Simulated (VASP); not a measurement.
Cr, 2 atoms in the cell. It takes space group P6_3/mmc (No. 194, hexagonal). The conventional cell has a = 2.400 Å, b = 2.400 Å, c = 4.294 Å, α = 90.00°, β = 90.00°, γ = 120.00°. Cr (site symmetry -6m2) has 12 Cr at 2.40 to 2.56 Å within 3.2 Å. This isn't the form of Cr at room conditions, which is bcc.

| Quantity | Value |
| --- | --- |
| Program | VASP 6.6.1 |
| Task | single point |
| Functional | LDA |
| Potentials or basis | VASP PAW LDA potentials, release 64 (Cr_pv) |
| Cutoff | 500 eV |
| k mesh | 17 × 17 × 8 |
| Occupations | fermi-dirac, width 0.05 eV |
| Spin | collinear spin, antiferromagnetic start |
| Starting moments | [1.5, -1.5] μB |
| Dipole correction | no |
| Further INCAR settings | ALGO = Normal; EDIFF = 1e-06; NBANDS = 23 |

Potentials or basis: VASP PAW LDA potentials, release 64 (Cr_pv).

Run with:

```console
$ cat potpaw_LDA.64/Cr_pv/POTCAR > POTCAR
$ mpirun -np 1 vasp_std > vasp.out
```

Hardware: 1 thread of Intel Xeon 8259CL, with other jobs on the host.

Problem. Estimate the wall time of this run.

Solution. It took 3.6 min on 1 thread of Intel Xeon 8259CL, on a shared host, peak memory 0.21 GiB. Counts: scf iterations 14, k points 165.
